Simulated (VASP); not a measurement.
Write the native input for VASP 6.6.1 that does the following.

```yaml
Task: single point
Functional: PBE
Potentials_or_basis: VASP PAW PBE potentials, release 64 (Mg, O)
Cutoff: 520 eV
k_mesh: 9 × 9 × 6
Occupations: gaussian, width 0.05 eV
Spin: no spin polarisation
Dipole_correction: no
Further_INCAR_settings: ALGO = Normal; EDIFF = 1e-06; NBANDS = 16
```

The structure of MgO lies in POSCAR:

```
MgO
1.0
    3.6270000000      0.0000000000      0.0000000000
   -1.8135000000      3.1410741395      0.0000000000
    0.0000000000      0.0000000000      4.0274000000
Mg O
2 2
Direct
    0.6666666667      0.3333333333      0.7500000000
    0.3333333333      0.6666666667      0.2500000000
    0.6666666667      0.3333333333      0.2500000000
    0.3333333333      0.6666666667      0.7500000000
```

The input as run:

INCAR

```
SYSTEM = MgO
PREC = Accurate
ENCUT = 520
EDIFF = 1E-6
ISMEAR = 0
SIGMA = 0.05
LREAL = .False.
LASPH = .True.
NELM = 80
ALGO = Normal
ISIF = 2
LWAVE = .False.
LCHARG = .False.
GGA = PE
NBANDS = 16
```

KPOINTS

```
regular mesh
0
Gamma
  9 9 6
  0 0 0
```

Potentials or basis: VASP PAW PBE potentials, release 64 (Mg, O).

The run is started by

```bash
$ cat potpaw_PBE.64/Mg/POTCAR potpaw_PBE.64/O/POTCAR > POTCAR
$ mpirun -np 1 vasp_std > vasp.out
```

Results of the run:

- Pressure: 0.5 GPa
- Band gap on the k mesh: 3.34 eV, direct

Wall time 40 s on 1 thread of Intel Xeon 8259CL, with other jobs on the host, peak memory 0.18 GiB.
